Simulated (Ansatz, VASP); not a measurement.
# Two plane-wave programs on TiC

```
C Ti
1.0
     3.03587    0.00000    0.00000
    -1.51794    2.62914    0.00000
     0.00000    0.00000   26.15450
C Ti
5 5
Direct
  0.33333 0.66667 0.29177
  0.00000 0.00000 0.38140
  0.66667 0.33333 0.47591
  0.33333 0.66667 0.57092
  0.00000 0.00000 0.66835
  0.66667 0.33333 0.33446
  0.33333 0.66667 0.42965
  0.00000 0.00000 0.52365
  0.66667 0.33333 0.61634
  0.33333 0.66667 0.70754
```

Alike in both runs: functional PBEsol; k mesh 12 × 12 × 1; occupations gaussian, width 0.1 eV; no spin polarisation.

Ansatz relaxed the structure, and its values are those at the end. VASP's run is a single point on that final structure, the one shown.

```csv
,VASP,Ansatz
version,VASP 6.6.1,Ansatz 0.2.0
potentials or method,"VASP PAW PBE potentials, release 64 (C, Ti_sv), cutoff 520 eV","scalar-relativistic, plane waves, PAW"
valence electrons in the cell,80,80
```

VASP gave:

```
gap on the k mesh at the Fermi level (eV) : none
rms of the force components (eV/Å)        : 0.005
```

What did Ansatz give for the same quantities?

gap on the k mesh at the Fermi level (eV): none; rms of the force components (eV/Å): 0.002.

VASP's potentials were made for PBE, not for PBEsol. A gap of «none» marks a metal or a gap that the smearing closes. Ansatz's warnings: xc potential rough in thin density.
